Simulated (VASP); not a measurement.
# Nb2O (antifluorite type) (Fm-3m) in VASP: notebook, part 2 of 2

VASP 6.6.1. The steps go on from the part before.

### Step 4. Single point, PBE

This run uses another cell than the first one, of 15.30 Å³/atom, 1.019 times its volume.

The input, INCAR:

```
SYSTEM = Nb2O
PREC = Accurate
ENCUT = 520
EDIFF = 1E-6
ISMEAR = -1
SIGMA = 0.06122561905347299
LREAL = .False.
LASPH = .True.
NELM = 100
ALGO = Normal
ISIF = 2
LWAVE = .False.
LCHARG = .False.
GGA = PE
NBANDS = 23
```

The input, KPOINTS:

```
Automatic mesh
0
Gamma
  17 17 17
  0 0 0
```

The input, POSCAR:

```
Nb2O
1.0
    0.0000000000      2.8415016970      2.8415016970
    2.8415016970      0.0000000000      2.8415016970
    2.8415016970      2.8415016970      0.0000000000
Nb O
2 1
Direct
    0.2500000000      0.2500000000      0.2500000000
    0.7500000000      0.7500000000      0.7500000000
    0.0000000000      0.0000000000      0.0000000000
```

Potentials or basis: VASP PAW PBE potentials, release 64 (Nb_sv, O).

Launch:

```bash
$ cat potpaw_PBE.64/Nb_sv/POTCAR potpaw_PBE.64/O/POTCAR > POTCAR
$ mpirun -np 1 vasp_std > vasp.out
```

OUTCAR:

```text
SYSTEM = Nb2O
   PREC = Accurate
   ENCUT = 520
   EDIFF = 1E-6
   ISMEAR = -1
   LREAL = .False.
   LASPH = .True.
   NELM = 100
   ISIF = 2
   GGA = PE

 ion  position               nearest neighbor table
   1  0.250  0.250  0.250-   3 2.46   3 2.46   3 2.46   3 2.46   2 2.84   2 2.84   2 2.84   2 2.84
                             2 2.84   2 2.84
   2  0.750  0.750  0.750-   3 2.46   3 2.46   3 2.46   3 2.46   1 2.84   1 2.84   1 2.84   1 2.84
                             1 2.84   1 2.84
   3  0.000  0.000  0.000-   2 2.46   2 2.46   2 2.46   1 2.46   2 2.46   1 2.46   1 2.46   1 2.46

  LATTYP: Found a face centered cubic cell.
 ALAT       =     5.6830033940

  Lattice vectors:

 A1 = (   0.0000000000,   2.8415016970,   2.8415016970)
 A2 = (   2.8415016970,   0.0000000000,   2.8415016970)
 A3 = (   2.8415016970,   2.8415016970,   0.0000000000)

Analysis of symmetry for initial positions (statically):
=====================================================================
 Subroutine PRICEL returns:
 Original cell was already a primitive cell.

 Routine SETGRP: Setting up the symmetry group for a
 face centered cubic supercell.

 Subroutine GETGRP returns: Found 48 space group operations
 (whereof 48 operations were pure point group operations)
 out of a pool of 48 trial point group operations.

The static configuration has the point symmetry O_h .

Analysis of symmetry for dynamics (positions and initial velocities):
=====================================================================
 Subroutine PRICEL returns:
 Original cell was already a primitive cell.

 Routine SETGRP: Setting up the symmetry group for a
 face centered cubic supercell.

 Subroutine GETGRP returns: Found 48 space group operations
 (whereof 48 operations were pure point group operations)
 out of a pool of 48 trial point group operations.

The dynamic configuration has the point symmetry O_h .

 Subroutine INISYM returns: Found 48 space group operations
 (whereof 48 operations are pure point group operations),
 and found     1 'primitive' translations

----------------------------------------------------------------------------------------

                                     Primitive cell

  volume of cell :      45.8853

  direct lattice vectors                    reciprocal lattice vectors
     0.000000000  2.841501697  2.841501697    -0.175963295  0.175963295  0.175963295
     2.841501697  0.000000000  2.841501697     0.175963295 -0.175963295  0.175963295
     2.841501697  2.841501697  0.000000000     0.175963295  0.175963295 -0.175963295

  length of vectors
     4.018490237  4.018490237  4.018490237     0.304777366  0.304777366  0.304777366

  position of ions in fractional coordinates (direct lattice)
     0.250000000  0.250000000  0.250000000
     0.750000000  0.750000000  0.750000000
     0.000000000  0.000000000  0.000000000

  ion indices of the primitive-cell ions
   primitive index   ion index
                 1           1
                 2           2
                 3           3

----------------------------------------------------------------------------------------

 KPOINTS: Automatic mesh

Automatic generation of k-mesh.
 Grid dimensions read from file:
 generate k-points for:   17   17   17

 Generating k-lattice:

  Cartesian coordinates                     Fractional coordinates (reciprocal lattice)
    -0.010350782  0.010350782  0.010350782     0.058823529  0.000000000  0.000000000
     0.010350782 -0.010350782  0.010350782     0.000000000  0.058823529  0.000000000
     0.010350782  0.010350782 -0.010350782     0.000000000  0.000000000  0.058823529

  Length of vectors
     0.017928080  0.017928080  0.017928080

  Shift w.r.t. Gamma in fractional coordinates (k-lattice)
     0.000000000  0.000000000  0.000000000

 Subroutine IBZKPT returns following result:
 ===========================================

 Found    165 irreducible k-points:

 Following reciprocal coordinates:
            Coordinates               Weight
  0.000000  0.000000  0.000000      1.000000
  0.058824  0.000000  0.000000      8.000000
  0.117647  0.000000  0.000000      8.000000
  0.176471  0.000000  0.000000      8.000000
  0.235294  0.000000  0.000000      8.000000
  0.294118  0.000000  0.000000      8.000000
[... 16 lines left out ...]
 -0.176471  0.058824  0.000000     24.000000
 -0.117647  0.058824  0.000000     24.000000
 [... further k-points ...]
   k-points           NKPTS =    165   k-points in BZ     NKDIM =    165   number of bands    NBANDS=     23
   number of dos      NEDOS =    301   number of ions     NIONS =      3
   total plane-waves  NPLWV =  27000
   dimension x,y,z NGX =    30 NGY =   30 NGZ =   30
   dimension x,y,z NGXF=    60 NGYF=   60 NGZF=   60
   ions per type =               2   1
   NGX,Y,Z   is equivalent  to a cutoff of  12.41, 12.41, 12.41 a.u.
   NGXF,Y,Z  is equivalent  to a cutoff of  24.82, 24.82, 24.82 a.u.
 SYSTEM =  Nb2O
   PREC   = accura    normal or accurate (medium, high low for compatibility)
   ISTART =      0    job   : 0-new  1-cont  2-samecut
   ICHARG =      2    charge: 1-file 2-atom 10-const
   ISPIN  =      1    spin polarized calculation?
   LNONCOLLINEAR =      F non collinear calculations
   LSORBIT =      F    spin-orbit coupling
   LASPH  =      T    aspherical Exc in radial PAW
   ENCUT  =  520.0 eV  38.22 Ry    6.18 a.u.   7.47  7.47  7.47*2*pi/ulx,y,z
   NELM   =    100;   NELMIN=  2; NELMDL= -5     # of ELM steps
   EDIFF  = 0.1E-05   stopping-criterion for ELM
   LREAL  =      F    real-space projection
   EDIFFG = 0.1E-04   stopping-criterion for IOM
   NSW    =      0    number of steps for IOM
   IBRION =     -1    ionic relax: 0-MD 1-quasi-New 2-CG
   NFREE  =      0    steps in history (QN), initial steepest desc. (CG)
   ISIF   =      2    stress and relaxation
   ISYM   =      2    0-nonsym 1-usesym 2-fastsym
   POTIM  = 0.5000    time-step for ionic-motion
   TEBEG  =    0.0;   TEEND  =   0.0 temperature during run
   PSTRESS=    0.0 pullay stress
   NELECT =      32.0000    total number of electrons
   NUPDOWN=      -1.0000    fix difference up-down
   EMIN   =  10.00;   EMAX   =-10.00  energy-range for DOS
   EFERMI =   0.00;   METHOD = LEGACY
   ISMEAR =    -1;   SIGMA  =   0.06  broadening in eV -4-tet -1-fermi 0-gaus
   EFERMI_NEDOS =   21; number of points for ismear=-14 and -15
   IALGO  =     38    algorithm
   IMIX   =      4    mixing-type and parameters
     AMIX     =   0.40;   BMIX     =  1.00
     AMIX_MAG =   1.60;   BMIX_MAG =  1.00
  volume/ion in A,a.u.               =      15.30       103.22
  Fermi-wavevector in a.u.,A,eV,Ry     =   1.451778  2.743463 28.676450  2.107660
  Thomas-Fermi vector in A             =   2.569236
   LORBIT       =      0    0 simple, 1 ext, 2 COOP (PROOUT), +10 PAW based schemes
   GGA     = PE    functional components
   LHFCALC =     F    Hartree Fock is set to
   AEXX    =    0.0000 exact exchange contribution
   IVDW    =     0    specifies the selected vdW correction
   LEPSILON=     F    determine dielectric tensor
   LRPA    =     F    only Hartree local field effects (RPA)
 non-spin polarized calculation
  energy-cutoff  :      520.00
  volume of cell :       45.89
 maximum number of plane-waves:      1258
 NGX is ok and might be reduce to    30
   NGX = 15   NGY = 15   NGZ = 15

 number of electron      32.0000005 magnetization

 Free energy of the ion-electron system (eV)
  ---------------------------------------------------
  ext. energy  EPLUGINS =         0.00000000
  ---------------------------------------------------
  free energy    TOTEN  =       -25.54735157 eV

  energy without entropy =      -25.50796055  energy(sigma->0) =      -25.52765606

 E-fermi :  10.7073     XC(G=0): -12.0500

 val. band max:       10.7054535579   @ k =   0.2353   0.2353   0.0000
 cond. band min:      10.7154900317   @ k =   0.4118   0.0588   0.0000
 fundamental gap:      0.0100364738
 Fermi energy:        10.7072635226

 k-point     1 :       0.0000    0.0000    0.0000
  band No.  band energies     occupation
      1     -45.0303      2.00000
      2     -44.6936      2.00000
      3     -21.2995      2.00000
      4     -21.2995      2.00000
      5     -21.2995      2.00000
      6     -20.5774      2.00000
[... 15 lines left out ...]
     22      15.9806      0.00000
     23      15.9806      0.00000
[... 575 lines left out ...]
      1     -45.0121      2.00000
      2     -44.7109      2.00000
      3     -21.3139      2.00000
      4     -21.2504      2.00000
      5     -21.2427      2.00000
      6     -20.6611      2.00000
[... 15 lines left out ...]
     22      14.4629      0.00000
     23      15.1380      0.00000

 [... further k-points ...]
[... 5 lines left out ...]
  --------------------------------------------------------------------------------------
  -------------------------------------------------------------------------------------
  Total       -2.5230908     -2.5230908     -2.5230908      0.0000000     -0.0000000     -0.0000000
  in kB      -88.0987433    -88.0987433    -88.0987433      0.0000000     -0.0000000     -0.0000000
  external PRESSURE =     -88.0987433 kB  Pullay stress =       0.0000000 kB

 VOLUME and BASIS-vectors are now :
 -----------------------------------------------------------------------------
  energy-cutoff  :      520.00
  volume of cell :       45.89
      direct lattice vectors                 reciprocal lattice vectors
     0.000000000  2.841501697  2.841501697    -0.175963295  0.175963295  0.175963295
     2.841501697  0.000000000  2.841501697     0.175963295 -0.175963295  0.175963295
     2.841501697  2.841501697  0.000000000     0.175963295  0.175963295 -0.175963295

 POSITION                                       TOTAL-FORCE (eV/Angst)
 -----------------------------------------------------------------------------------
      1.42075      1.42075      1.42075        -0.000000     -0.000000     -0.000000
      4.26225      4.26225      4.26225         0.000000      0.000000      0.000000
      0.00000      0.00000      0.00000        -0.000000     -0.000000     -0.000000
 -----------------------------------------------------------------------------------
    total drift:                               -0.000000     -0.000000      0.000000

  FREE ENERGIE OF THE ION-ELECTRON SYSTEM (eV)
  ---------------------------------------------------
  free  energy   TOTEN  =       -25.5473515713 eV

  energy  without entropy=      -25.5079605459  energy(sigma->0) =      -25.52765606
```

stdout:

```text
POSCAR found type information on POSCAR NbO
 POSCAR found :  2 types and       3 ions
 scaLAPACK will be used
 LDA part: xc-table for (Slater+PW92), standard interpolation
 POSCAR, INCAR and KPOINTS ok, starting setup
 FFT: planning ... GRIDC
 FFT: planning ... GRID_SOFT
 FFT: planning ... GRID
 WAVECAR not read
 entering main loop
```

Wall time 74 s (1 thread of Intel Xeon 6975P-C (Granite Rapids), shared host); peak memory 0.27 GiB.

Results:

```yaml
Free_energy: -25.5474 eV
Pressure: -8.8 GPa
Band_gap_on_the_k_mesh: zero (band 16 reaches 11.22 eV, above the bottom of band 17 at 10.38 eV)
```

Levels at points of the mesh, in eV from the Fermi level:
| k point | band 14 | band 15 | band 16 | band 17 | band 18 | band 19 |
| --- | --- | --- | --- | --- | --- | --- |
| (0.00, 0.00, 0.00) | -3.52 | -3.52 | 0.51 | 0.51 | 0.51 | 3.18 |

### Step 5. Single point, PBE

This run uses another cell than the first one, of 13.56 Å³/atom, 0.904 times its volume.

The input, INCAR:

```
SYSTEM = Nb2O
PREC     = Accurate       ! precision mode
ENCUT    = 520            ! plane-wave cutoff, eV
EDIFF    = 1E-6           ! SCF threshold, eV
ISMEAR   = -1             ! smearing method
SIGMA    = 0.06122561905347299 ! smearing width, eV
LREAL    = .False.        ! projectors in reciprocal space
LASPH    = .True.         ! aspherical terms in the spheres
NELM     = 60             ! most SCF steps
ALGO     = Normal         ! electronic algorithm
ISIF     = 2              ! what is computed and relaxed
LWAVE    = .False.        ! write WAVECAR
LCHARG   = .False.        ! write CHGCAR
GGA      = PE             ! functional
NBANDS   = 23             ! bands
```

KPOINTS is that of step 4.

The input, POSCAR:

```
Nb2O
1.0
    0.0000000000      2.7299534971      2.7299534971
    2.7299534971      0.0000000000      2.7299534971
    2.7299534971      2.7299534971      0.0000000000
Nb O
2 1
Direct
    0.2500000000      0.2500000000      0.2500000000
    0.7500000000      0.7500000000      0.7500000000
    0.0000000000      0.0000000000      0.0000000000
```

Launch:

```bash
$ cat potpaw_PBE.64/Nb_sv/POTCAR potpaw_PBE.64/O/POTCAR > POTCAR
$ mpirun -np 1 vasp_std > vasp.out
```

Wall time 88 s (1 thread of Intel Xeon 6975P-C (Granite Rapids), shared host); peak memory 0.26 GiB.

Results (log left out):

```yaml
Free_energy: -25.5366 eV
Pressure: 11.2 GPa
Band_gap_on_the_k_mesh: zero (band 16 reaches 13.06 eV, above the bottom of band 17 at 12.06 eV)
```

Levels at points of the mesh, in eV from the Fermi level:
```csv
k point,band 13,band 14,band 15,band 16,band 17,band 18,band 19,band 20
"(0.00, 0.00, 0.00)",-4.12,-4.12,-3.79,0.56,0.56,0.56,3.70,3.70
```

### Step 6. Overview

```csv
cell,gap on the mesh (eV),pressure (GPa)
"a = 3.993 Å, angles 60.0°, 3 atoms",none,-6.3
"a = 4.018 Å, angles 60.0°, 3 atoms",none,-8.8
"a = 3.861 Å, angles 60.0°, 3 atoms",none,11.2
```

Alike in all rows: task single point; level PBE; potentials or basis VASP PAW PBE potentials, release 64 (Nb_sv, O); no spin polarisation; k mesh 17 × 17 × 17; cutoff (eV) 520; smearing fermi-dirac 0.0612256 eV.

Total energies depend on the potentials used, so only differences within one code and one set of settings carry meaning.
